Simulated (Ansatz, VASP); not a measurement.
Given: the input of a run of Ansatz 0.2.0 on FePt.

input.yaml

```yaml
crystal:
  lattice:
    - [2.7235, 0.0, 0.0]
    - [0.0, 2.7235, 0.0]
    - [0.0, 0.0, 3.72]
  atoms:
    - { symbol: Pt, position: [0.5, 0.5, 0.5] }
    - { symbol: Fe, position: [0.0, 0.0, 0.0], spin: 3.0 }
kpoints:
  mp_grid: { grid: [10, 10, 7] }
scf:
  occupations: { method: fermi_dirac, width: 0.05 }
hamiltonian:
  xc: pbesol
  dispersion: d4
  pseudopotentials: { kind: all_electron, lapw: { basis_error: 0.001 } }
magnetization:
  spin_polarized: true
output:
  forces: true
  stress: true
relax:
  f_tol: 0.02
  max_steps: 60
  cell: {}
```

Potentials or basis: all-electron LAPW, scalar-relativistic.

Run with:

```sh
$ ansatz run input.yaml --threads 2 --pin off --max-ram 6144MiB --backend cpu --events-out ev --progress --plain --runs-dir out
```

**Question.** Translate it to VASP 6.6.1. Potentials there: VASP PAW PBE potentials, release 64 (Pt, Fe).

**Answer.** As run (the cutoff follows the program's own potentials):

Contents of INCAR:

```
SYSTEM = FePt
PREC = Accurate
ENCUT = 600
EDIFF = 1E-6
ISMEAR = -1
SIGMA = 0.05
LREAL = .FALSE.
LASPH = .TRUE.
NELM = 150
ALGO = Normal
ISIF = 3
LWAVE = .FALSE.
LCHARG = .FALSE.
ISPIN = 2
MAGMOM = 0 3
LORBIT = 11
LMAXMIX = 4
GGA = PS
IVDW = 13
IBRION = 2
NSW = 80
EDIFFG = -0.02
```

Contents of KPOINTS:

```
regular mesh
0
G
  10 10 7
  0 0 0
```

The input POSCAR:

```
FePt
1.0
    2.7235000000      0.0000000000      0.0000000000
    0.0000000000      2.7235000000      0.0000000000
    0.0000000000      0.0000000000      3.7200000000
Pt Fe
1 1
Direct
    0.5000000000      0.5000000000      0.5000000000
    0.0000000000      0.0000000000      0.0000000000
```

Potentials or basis: VASP PAW PBE potentials, release 64 (Pt, Fe).

The run is started by

```console
$ cat potpaw_PBE.64/Pt/POTCAR potpaw_PBE.64/Fe/POTCAR > POTCAR
$ mpirun -np 1 vasp_std > vasp.out
```

Both were run:

|  | VASP | Ansatz | Ansatz less VASP |
| --- | --- | --- | --- |
| net moment per atom (μB) | 1.60 | 1.60 | +0.002 |
| size of the moment on the site where the two differ most (μB) | 2.83 | 2.88 | +0.048 |
| relaxed volume (Å³/atom) | 13.21 | 13.23 | +0.025 |
| relaxed cell length with the largest relative difference (Å) | 2.680 | 2.682 | +0.0022 |

VASP's potentials were made for PBE, not for PBEsol. Site moments also hang on the region over which each program counts them. Ansatz ran all-electron here, and VASP with PAW potentials.

Spin-orbit coupling is off throughout.
